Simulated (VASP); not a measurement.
Set up this calculation in VASP 6.6.1, as the native input.

```
Task                   : single point
Functional             : r2SCAN
Dispersion             : rVV10
Potentials or basis    : VASP PAW PBE potentials, release 64 (Ti_sv, Te)
Cutoff                 : 520 eV
k mesh                 : 12 × 12 × 4
Occupations            : fermi-dirac, width 0.02 eV
Spin                   : no spin polarisation
Dipole correction      : no
Further INCAR settings : ALGO = Normal; EDIFF = 1e-06; NBANDS = 19
```

TiTe2:

```
CELL_PARAMETERS angstrom
3.79038 0.00000 0.00000
-1.89519 3.28257 0.00000
0.00000 0.00000 6.55589
ATOMIC_POSITIONS crystal
Ti 0.00000 0.00000 0.00000
Te 0.66667 0.33333 0.25780
Te 0.33333 0.66667 0.74220
```

These files were run (other wordings do the same):

POSCAR

```
TiTe2
1.0
    3.7903816133      0.0000000000      0.0000000000
   -1.8951908066      3.2825667672      0.0000000000
    0.0000000000      0.0000000000      6.5558879230
Ti Te
1 2
Direct
    0.0000000000      0.0000000000      0.0000000000
    0.6666666667      0.3333333333      0.2577957674
    0.3333333333      0.6666666667      0.7422042326
```

INCAR.step1

```
SYSTEM = TiTe2
PREC = Accurate
ENCUT = 520
ISMEAR = -1
SIGMA = 0.02
LREAL = .False.
LASPH = .True.
NELM = 60
NBANDS = 19
GGA = PE
ALGO = Normal
EDIFF = 1E-4
LWAVE = .True.
LCHARG = .False.
```

INCAR.step2

```
SYSTEM = TiTe2
PREC = Accurate
ENCUT = 520
EDIFF = 1E-6
ISMEAR = -1
SIGMA = 0.02
LREAL = .False.
LASPH = .True.
NELM = 60
ALGO = Normal
ISIF = 2
LWAVE = .False.
LCHARG = .False.
METAGGA = R2SCAN
LMIXTAU = .True.
LUSE_VDW = .True.
IVDW_NL = 2
BPARAM = 11.95
CPARAM = 0.0093
NBANDS = 19
ISTART = 1
```

KPOINTS

```
Automatic mesh
0
Gamma
  12 12 4
  0 0 0
```

Potentials or basis: VASP PAW PBE potentials, release 64 (Ti_sv, Te).

Run with:

```bash
$ cat potpaw_PBE.64/Ti_sv/POTCAR potpaw_PBE.64/Te/POTCAR > POTCAR
$ cp INCAR.step1 INCAR
$ mpirun -np 1 vasp_std > vasp.out
$ cp INCAR.step2 INCAR
$ mpirun -np 1 vasp_std > vasp.out
```

Results of the run:

```
Pressure               : 0.3 GPa
Largest force          : 0.029 eV/Å
Band gap on the k mesh : zero (bands 12 and 13 overlap by 0.58 eV)
```

Caveat: the PAW data sets were made with another functional, which shifts forces and pressure a little; spin-orbit coupling is left out, which moves the levels of the heavy elements.

Run time: 5 min on 1 thread of AMD EPYC 9R45 96-Core Processor (Zen 5), on a shared host, peak memory 0.39 GiB.
